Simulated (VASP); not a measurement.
Here is a VASP 6.6.1 calculation.

File INCAR:

```
PREC = Accurate
ENCUT = 520
EDIFF = 1E-6
ISMEAR = -1
SIGMA = 0.05
LREAL = False
LASPH = True
NELM = 80
ALGO = Normal
ISIF = 2
LWAVE = False
LCHARG = False
NBANDS = 21
```

The input KPOINTS:

```
regular mesh
0
Gamma
  11 11 11
```

POSCAR

```
Ge
1.0
    0.0000000000      2.8374271074      2.8374271074
    2.8374271074      0.0000000000      2.8374271074
    2.8374271074      2.8374271074      0.0000000000
Ge
2
Direct
    0.0000000000      0.0000000000      0.0000000000
    0.2500000000      0.2500000000      0.2500000000
```

Potentials or basis: VASP PAW LDA potentials, release 64 (Ge_d).

Command:

```console
$ cat potpaw_LDA.64/Ge_d/POTCAR > POTCAR
$ mpirun -np 1 vasp_std > vasp.out
```

Question: Predict the pressure.

Answer: -1.7 GPa.

Question: Predict the band gap on the k mesh.

Answer: Zero (filled and empty bands touch).
